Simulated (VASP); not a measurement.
W:

```
CELL_PARAMETERS angstrom
3.16000 0.00000 0.00000
0.00000 3.16000 0.00000
0.00000 0.00000 3.16000
ATOMIC_POSITIONS crystal
W 0.00000 0.00000 0.00000
W 0.50000 0.50000 0.50000
```

```yaml
Program: VASP 6.6.1
Task: relaxation of cell and atoms
Functional: LDA
Potentials_or_basis: VASP PAW LDA potentials, release 64 (W_sv)
Cutoff: 600 eV
k_mesh: 14 × 14 × 14
Occupations: methfessel-paxton, width 0.05 eV
Spin: no spin polarisation
```

At the start: pressure -5.7 GPa; volume 15.78 Å³/atom.

Question: How do energy, volume and symmetry change on relaxing?

Answer: Over 3 steps the energy falls by 5.0 meV/atom and the volume is 15.51 Å³/atom (-1.7 %); space group Im-3m (No. 229, to 0.05 Å).

Step by step:
```
step  energy change (eV)  largest force (eV/Å)  pressure (GPa)  volume (Å³)
   1              0.0000                0.0000           -5.69        31.55
   2              0.1328                0.0000           24.88        29.06
   3             -0.0100                0.0000           -0.24        31.02
```

Final structure:
```
CELL_PARAMETERS angstrom
3.14210 0.00000 0.00000
0.00000 3.14210 0.00000
0.00000 0.00000 3.14210
ATOMIC_POSITIONS crystal
W 0.00000 0.00000 0.00000
W 0.50000 0.50000 0.50000
```
